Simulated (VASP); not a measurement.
A run of VASP 6.6.1 is set up as follows.

File INCAR:

```
SYSTEM = BN
  PREC = Accurate
  ENCUT = 600
  EDIFF = 1E-6
  ISMEAR = 0
  SIGMA = 0.02
  LREAL = .FALSE.
  LASPH = .TRUE.
  NELM = 120
  ALGO = Normal
  ISIF = 2
  LWAVE = .FALSE.
  LCHARG = .TRUE.
  LELF = .TRUE.
  LVHAR = .TRUE.
  NBANDS = 16
  GGA_COMPAT = .FALSE.
```

File KPOINTS:

```
regular mesh
0
G
  10 6 10
  0 0 0
```

The input POSCAR:

```
BN
1.0
    2.5145732064      0.0000000000      0.0000000000
    0.0000000000      3.5561435320      0.0000000000
    0.0000000000      0.0000000000      2.5358727739
B N
2 2
Direct
    0.0000000000      0.0001529994      0.0000000000
    0.5000000000      0.5001529994      0.5000000000
    0.0000000000      0.2498470006      0.5000000000
    0.5000000000      0.7498470006      0.0000000000
```

Potentials or basis: VASP PAW LDA potentials, release 64 (B, N).

Command:

```bash
$ cat potpaw_LDA.64/B/POTCAR potpaw_LDA.64/N/POTCAR > POTCAR
$ mpirun -np 1 vasp_std > vasp.out
```

Q: What does it give for the band gap on the k mesh?

A: 4.31 eV.

Q: Predict the pressure.

A: 5.8 GPa.

Stress tensor (GPa, compression positive):
```
9.00 0.00 0.00
0.00 7.53 0.00
0.00 0.00 0.76
```

A k mesh can miss the band edges.
